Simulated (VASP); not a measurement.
A run of VASP 6.6.1:

Contents of POSCAR:

```
ZnO
1.0
    3.2353522132      0.0000000000      0.0000000000
   -1.6176761066      2.8018972068      0.0000000000
    0.0000000000      0.0000000000      5.2109131292
Zn O
2 2
Direct
    0.3333333333      0.6666666667      0.4996551084
    0.6666666667      0.3333333333     -0.0003448916
    0.6666666667      0.3333333333      0.3793548916
    0.3333333333      0.6666666667      0.8793548916
```

File INCAR.step1:

```
PREC = Accurate ; ENCUT = 520
ISMEAR = -1 ; SIGMA = 0.02
LREAL = F ; LASPH = T
NELM = 80 ; NBANDS = 26
GGA = PE ; ALGO = Normal
EDIFF = 1E-4 ; LWAVE = T
LCHARG = F
```

INCAR.step2

```
PREC = Accurate ; ENCUT = 520
EDIFF = 1E-7 ; ISMEAR = -1
SIGMA = 0.02 ; LREAL = F
LASPH = T ; NELM = 80
ALGO = Normal ; ISIF = 2
LWAVE = F ; LCHARG = F
METAGGA = R2SCAN ; LMIXTAU = T
NBANDS = 26 ; ISTART = 1
```

Contents of KPOINTS:

```
regular mesh
0
Gamma
  12 12 4
```

Potentials or basis: VASP PAW PBE potentials, release 64 (Zn, O).

The run is started by

```console
$ cat potpaw_PBE.64/Zn/POTCAR potpaw_PBE.64/O/POTCAR > POTCAR
$ cp INCAR.step1 INCAR
$ mpirun -np 1 vasp_std > vasp.out
$ cp INCAR.step2 INCAR
$ mpirun -np 1 vasp_std > vasp.out
```

Hardware: 1 thread of Intel(R) Xeon(R) 6975P-C (Granite Rapids), with other jobs on the host.

Task: Estimate the wall time of this run.

Result: Wall time 77 s on 1 thread of Intel(R) Xeon(R) 6975P-C (Granite Rapids), with other jobs on the host, peak memory 0.2 GiB. Counts: k points 57.
